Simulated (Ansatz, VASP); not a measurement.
## B3As2 in VASP and in Ansatz

```
CELL_PARAMETERS angstrom
3.18602 0.00000 0.00000
-1.59301 2.75918 0.00000
0.00000 0.00000 6.76656
ATOMIC_POSITIONS crystal
B 0.00000 0.00000 0.00000
B 0.33333 0.66667 0.48812
B 0.66667 0.33333 0.51188
As 0.33333 0.66667 0.18341
As 0.66667 0.33333 0.81659
```

Change from the starting cell: species swapped into the Al3Pd2 type (P-3m1, No. 164).

Alike in both runs: functional PBE; k mesh 12 × 12 × 6; occupations gaussian, width 0.1 eV; no spin polarisation.

Ansatz relaxed the structure, and its values are those at the end. VASP's run is a single point on that final structure, the one shown.

|  | VASP | Ansatz |
| --- | --- | --- |
| version | VASP 6.6.1 | Ansatz 0.2.0 |
| potentials or method | VASP PAW PBE potentials, release 64 (B, As_d), cutoff 600 eV | scalar-relativistic, plane waves, PAW |
| valence electrons in the cell | 39 | 39 |

Ansatz gave:

| Item | Value |
| --- | --- |
| gap on the k mesh at the Fermi level (eV) | none |
| pressure (GPa) | 0.0 |
| rms of the force components (eV/Å) | 0.000 |

Task: Which values does VASP return?

Result: gap on the k mesh at the Fermi level (eV): none; pressure (GPa): 0.0; rms of the force components (eV/Å): 0.007.

A gap of «none» marks a metal or a gap that the smearing closes.
